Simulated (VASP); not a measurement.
# Ni (Im-3m) in VASP: single point with PBE

Aim: the single point of Ni with PBE.

Everything below comes from runs of VASP 6.6.1. Logs are shortened: lines on timing, memory, paths and dates and some standing lists are left out, and cuts for length are marked.

### Step 1. The cell of the first run

Symmetry: Im-3m, No. 229, cubic system. Conventional cell: a = 2.806 Å, b = 2.806 Å, c = 2.806 Å, α = 90.00°, β = 90.00°, γ = 90.00°. Within 3.2 Å of Ni (site symmetry m-3m) lie 14 Ni at 2.43 to 2.81 Å.

### Step 2. Single point, PBE, collinear spin, ferromagnetic start

The input, INCAR:

```
PREC     = Accurate       # precision mode
ENCUT    = 520            # plane-wave cutoff, eV
EDIFF    = 1E-7           # SCF threshold, eV
ISMEAR   = 0              # smearing method
SIGMA    = 0.05           # smearing width, eV
LREAL    = False          # projectors in reciprocal space
LASPH    = True           # aspherical terms in the spheres
NELM     = 150            # most SCF steps
ALGO     = Fast           # electronic algorithm
ISIF     = 2              # what is computed and relaxed
LWAVE    = False          # write WAVECAR
LCHARG   = False          # write CHGCAR
ISPIN    = 2              # spin polarisation
MAGMOM   = 0.69           # initial moments
LORBIT   = 11             # projections on sites
LMAXMIX  = 4              # l up to which the mixer works
GGA      = PE             # functional
NBANDS   = 15             # bands
```

The input, KPOINTS:

```
regular mesh
0
Gamma
  10 10 10
```

The input, POSCAR:

```
Ni
1.0
   -1.4028443891      1.4028443891      1.4028443891
    1.4028443891     -1.4028443891      1.4028443891
    1.4028443891      1.4028443891     -1.4028443891
Ni
1
Direct
    0.0000000000      0.0000000000      0.0000000000
```

Potentials or basis: VASP PAW PBE potentials, release 64 (Ni).

The run is started by

```bash
> cat potpaw_PBE.64/Ni/POTCAR > POTCAR
> mpirun -np 1 vasp_std > vasp.out
```

OUTCAR:

```text
PREC = Accurate
   ENCUT = 520
   EDIFF = 1E-7
   ISMEAR = 0
   LREAL = False
   LASPH = True
   NELM = 150
   ISIF = 2
   ISPIN = 2
   LORBIT = 11
   GGA = PE

 ion  position               nearest neighbor table
   1  0.000  0.000  0.000-

  LATTYP: Found a body centered cubic cell.
 ALAT       =     2.8056887782

  Lattice vectors:

 A1 = (  -1.4028443891,   1.4028443891,   1.4028443891)
 A2 = (   1.4028443891,  -1.4028443891,   1.4028443891)
 A3 = (   1.4028443891,   1.4028443891,  -1.4028443891)

Analysis of symmetry for initial positions (statically):
=====================================================================
 Subroutine PRICEL returns:
 Original cell was already a primitive cell.

 Routine SETGRP: Setting up the symmetry group for a
 body centered cubic supercell.

 Subroutine GETGRP returns: Found 48 space group operations
 (whereof 48 operations were pure point group operations)
 out of a pool of 48 trial point group operations.

The static configuration has the point symmetry O_h .

Analysis of symmetry for dynamics (positions and initial velocities):
=====================================================================
 Subroutine PRICEL returns:
 Original cell was already a primitive cell.

 Routine SETGRP: Setting up the symmetry group for a
 body centered cubic supercell.

 Subroutine GETGRP returns: Found 48 space group operations
 (whereof 48 operations were pure point group operations)
 out of a pool of 48 trial point group operations.

The dynamic configuration has the point symmetry O_h .

Analysis of structural, dynamic, and magnetic symmetry:
=====================================================================
 Subroutine PRICEL returns:
 Original cell was already a primitive cell.

 Routine SETGRP: Setting up the symmetry group for a
 body centered cubic supercell.

 Subroutine GETGRP returns: Found 48 space group operations
 (whereof 48 operations were pure point group operations)
 out of a pool of 48 trial point group operations.

The overall configuration has the point symmetry O_h .

 Subroutine INISYM returns: Found 48 space group operations
 (whereof 48 operations are pure point group operations),
 and found     1 'primitive' translations

----------------------------------------------------------------------------------------

                                     Primitive cell

  volume of cell :      11.0430

  direct lattice vectors                    reciprocal lattice vectors
    -1.402844389  1.402844389  1.402844389     0.000000000  0.356418719  0.356418719
[... 117 lines left out ...]
 Gauss-broadening in eV      SIGMA  =   0.05
  energy-cutoff  :      520.00
  volume of cell :       11.04
 maximum number of plane-waves:       321
   NGX =  9   NGY =  9   NGZ =  9

 number of electron      10.0000000 magnetization       0.6900000

 number of electron       9.9999983 magnetization       0.5929792

 Free energy of the ion-electron system (eV)
  ---------------------------------------------------
  ext. energy  EPLUGINS =         0.00000000
  ---------------------------------------------------
  free energy    TOTEN  =        -5.37286027 eV

  energy without entropy =       -5.37003772  energy(sigma->0) =       -5.37144899

 E-fermi :   9.0584     XC(G=0): -13.1619

 val. band max:        9.0522139964   @ k =   0.4000   0.2000   0.0000
 cond. band min:       9.0599414507   @ k =   0.2000   0.2000   0.0000
 fundamental gap:      0.0077274544
 Fermi energy:         9.0584310510

 spin component 1

 k-point     1 :       0.0000    0.0000    0.0000
  band No.  band energies     occupation
      1       0.2562      1.00000
      2       6.7656      1.00000
      3       6.7656      1.00000
      4       6.7656      1.00000
      5       8.1785      1.00000
      6       8.1785      1.00000
      7      35.3454      0.00000
      8      35.3454      0.00000
      9      35.3454      0.00000
     10      40.1414      0.00000
     11      40.1414      0.00000
     12      40.9789      0.00000
     13      40.9789      0.00000
     14      40.9789      0.00000
[... 403 lines left out ...]
      4       7.7159      1.00000
      5       8.0725      1.00000
      6       8.5602      1.00000
      7      22.3776      0.00000
      8      28.7621      0.00000
      9      29.1017      0.00000
     10      35.7204      0.00000
     11      36.2973      0.00000
     12      39.0689      0.00000
     13      49.0798      0.00000
     14      49.3039      0.00000
     15      52.6903      0.00000

 [... further k-points ...]

 spin component 2

 k-point     1 :       0.0000    0.0000    0.0000
  band No.  band energies     occupation
      1       0.2440      1.00000
      2       7.5005      1.00000
      3       7.5005      1.00000
      4       7.5005      1.00000
      5       8.6696      1.00000
      6       8.6696      1.00000
      7      35.2412      0.00000
      8      35.2412      0.00000
      9      35.2412      0.00000
     10      40.0656      0.00000
     11      40.0656      0.00000
     12      41.1688      0.00000
     13      41.1688      0.00000
     14      41.1688      0.00000
[... 403 lines left out ...]
      4       8.3096      1.00000
      5       8.8635      1.00000
      6       9.0376      0.72234
      7      22.5301      0.00000
      8      28.9076      0.00000
      9      29.0802      0.00000
     10      35.7608      0.00000
     11      36.3924      0.00000
     12      39.1182      0.00000
     13      49.1071      0.00000
     14      49.3518      0.00000
     15      52.7225      0.00000

 [... further k-points ...]
[... 5 lines left out ...]
  --------------------------------------------------------------------------------------
  -------------------------------------------------------------------------------------
  Total       -0.0449276     -0.0449276     -0.0449276     -0.0000000     -0.0000000      0.0000000
  in kB       -6.5183083     -6.5183083     -6.5183083     -0.0000000     -0.0000000      0.0000000
  external PRESSURE =      -6.5183083 kB  Pullay stress =       0.0000000 kB

 VOLUME and BASIS-vectors are now :
 -----------------------------------------------------------------------------
  energy-cutoff  :      520.00
  volume of cell :       11.04
      direct lattice vectors                 reciprocal lattice vectors
    -1.402844389  1.402844389  1.402844389     0.000000000  0.356418719  0.356418719
     1.402844389 -1.402844389  1.402844389     0.356418719  0.000000000  0.356418719
     1.402844389  1.402844389 -1.402844389     0.356418719  0.356418719  0.000000000

 POSITION                                       TOTAL-FORCE (eV/Angst)
 -----------------------------------------------------------------------------------
      0.00000      0.00000      0.00000        -0.000000      0.000000      0.000000
 -----------------------------------------------------------------------------------
    total drift:                                0.000000     -0.000000      0.000000

  FREE ENERGIE OF THE ION-ELECTRON SYSTEM (eV)
  ---------------------------------------------------
  free  energy   TOTEN  =        -5.3728602721 eV

  energy  without entropy=       -5.3700377159  energy(sigma->0) =       -5.37144899

 total charge

# of ion       s       p       d       tot
------------------------------------------
    1        0.486   0.475   8.329   9.289

 magnetization (x)

# of ion       s       p       d       tot
------------------------------------------
    1       -0.005  -0.016   0.623   0.602
```

stdout:

```text
POSCAR found type information on POSCAR Ni
 POSCAR found :  1 types and       1 ions
 scaLAPACK will be used
 LDA part: xc-table for (Slater+PW92), standard interpolation
 POSCAR, INCAR and KPOINTS ok, starting setup
 FFT: planning ... GRIDC
 FFT: planning ... GRID_SOFT
 FFT: planning ... GRID
 WAVECAR not read
 entering main loop
WARNING in EDDRMM: call to ZHEGV failed, returncode =   8  4     13
```

Wall time 46 s (1 thread of Intel Xeon 8259CL, shared host); peak memory 0.13 GiB.

What came out:

| Property | Result |
| --- | --- |
| Free energy | -5.3729 eV |
| Pressure | -0.7 GPa |
| Net moment | 0.59 μB per cell |
| Site moments | Ni +0.60 μB |
| Valence electrons inside the program's atomic spheres | Ni 9.29 |

Levels at points of the mesh, in eV from the Fermi level:
Spin up:
| k point | band 2 | band 3 | band 4 | band 5 | band 6 | band 7 | band 8 | band 9 |
| --- | --- | --- | --- | --- | --- | --- | --- | --- |
| (0.00, 0.00, 0.00) | -2.29 | -2.29 | -2.29 | -0.88 | -0.88 | 26.29 | 26.29 | 26.29 |
| (0.50, 0.00, 0.00) | -3.18 | -0.97 | -0.73 | -0.11 | 0.28 | 6.35 | 18.96 | 19.80 |
| (0.50, 0.50, 0.50) | -4.10 | -0.32 | -0.32 | -0.32 | 9.68 | 9.68 | 9.68 | 15.51 |
Spin down:
| k point | band 2 | band 3 | band 4 | band 5 | band 6 | band 7 | band 8 | band 9 |
| --- | --- | --- | --- | --- | --- | --- | --- | --- |
| (0.00, 0.00, 0.00) | -1.56 | -1.56 | -1.56 | -0.39 | -0.39 | 26.18 | 26.18 | 26.18 |
| (0.50, 0.00, 0.00) | -2.51 | -0.39 | -0.23 | 0.25 | 0.73 | 6.72 | 18.89 | 19.91 |
| (0.50, 0.50, 0.50) | -3.77 | 0.50 | 0.50 | 0.50 | 9.71 | 9.71 | 9.71 | 15.61 |
